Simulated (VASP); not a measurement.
Input of a VASP 6.6.1 run:

File INCAR:

```
SYSTEM = NiO2
PREC = Accurate ; ENCUT = 520
EDIFF = 1E-7 ; ISMEAR = -1
SIGMA = 0.05 ; LREAL = .FALSE.
LASPH = .TRUE. ; NELM = 150
ALGO = Normal ; ISIF = 2
LWAVE = .FALSE. ; LCHARG = .FALSE.
ISPIN = 2 ; MAGMOM = 1 0 0
LORBIT = 11 ; LMAXMIX = 4
GGA = PS ; NBANDS = 22
```

The input KPOINTS:

```
regular mesh
0
G
  11 11 11
  0 0 0
```

POSCAR

```
NiO2
1.0
    1.4021288975      0.8095194964      6.9742947559
   -1.4021288975      0.8095194964      6.9742947559
    0.0000000000     -1.6190389928      6.9742947559
Ni O
1 2
Direct
    0.0000000000      0.0000000000      0.0000000000
    0.3787890000      0.3787890000      0.3787890000
    0.6212110000      0.6212110000      0.6212110000
```

Potentials or basis: VASP PAW PBE potentials, release 64 (Ni, O).

The run is started by

```bash
$ cat potpaw_PBE.64/Ni/POTCAR potpaw_PBE.64/O/POTCAR > POTCAR
$ mpirun -np 1 vasp_std > vasp.out
```

(1) What does it give for the net moment?

(2) What does it give for the largest force?

(3) Predict the band gap on the k mesh.

(4) What does it give for the pressure?

Results:

(1) 0.00 μB per cell.

(2) 0.439 eV/Å.

(3) 1.24 eV (least direct gap 1.50 eV).

(4) -3.4 GPa.

Caveat: the cell stands under tension; the moments typed at the start vanished in this run; the PAW data sets were made with another functional, which shifts forces and pressure a little.
